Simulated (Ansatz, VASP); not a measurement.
## HfN: VASP beside Ansatz

File INCAR:

```
ALGO = Normal ; EDIFF = 1E-6
ENCUT = 520 ; GGA = PS
ISIF = 2 ; ISMEAR = 0
LASPH = T ; LCHARG = T
LELF = T ; LREAL = F
LVHAR = T ; LWAVE = F
NBANDS = 14 ; NELM = 80
PREC = Accurate ; SIGMA = 0.15
```

The input KPOINTS:

```
k-points
0
Gamma
  16 16 16
```

The input POSCAR:

```
HfN
1.0
    0.0000000000      2.2707103500      2.4548220000
    2.6389336500      0.0000000000      2.4548220000
    2.6389336500      2.2707103500      0.0000000000
Hf N
1 1
Direct
    0.0000000000      0.0000000000      0.0000000000
    0.7500000000      0.7500000000      0.7500000000
```

Input for Ansatz:

```yaml
crystal:
  lattice:
    - [0.0, 2.27071035, 2.454822]
    - [2.63893365, 0.0, 2.454822]
    - [2.63893365, 2.27071035, 0.0]
  atoms:
    - { symbol: Hf, position: [0.0, 0.0, 0.0] }
    - { symbol: "N", position: [0.75, 0.75, 0.75] }
basis:
  ecutwfc: 420
kpoints:
  mp_grid: { grid: [16, 16, 16] }
hamiltonian:
  xc: pbesol
scf:
  occupations: { method: gaussian, width: 0.15 }
output:
  forces: true
  stress: true
  eigenvalues: true
```

Change from the starting cell: strain +0.0750 x Voigt [1, -1, 0, 0, 0, 0], atoms carried along.

Alike in both runs: task single point; functional PBEsol; k mesh 16 × 16 × 16; occupations gaussian, width 0.15 eV; no spin polarisation.

|  | VASP | Ansatz |
| --- | --- | --- |
| version | VASP 6.6.1 | Ansatz 0.2.0 |
| potentials or method | VASP PAW PBE potentials, release 64 (Hf_pv, N), cutoff 520 eV | scalar-relativistic, plane waves, PAW |
| valence electrons in the cell | 15 | 31 |

```csv
,VASP,Ansatz,Ansatz less VASP
gap on the k mesh at the Fermi level (eV),none,none,-
pressure (GPa),-5.8,-4.9,+0.95
"traceless stress, the component that is largest in VASP (GPa)",-11.70,-11.64,+0.059
```

VASP's potentials were made for PBE, not for PBEsol. A gap of «none» marks a metal or a gap that the smearing closes. VASP's potentials hold 15 valence electrons a cell and Ansatz's 31, so a difference there can come from the potentials and not from the codes.

Spin-orbit coupling is off throughout.
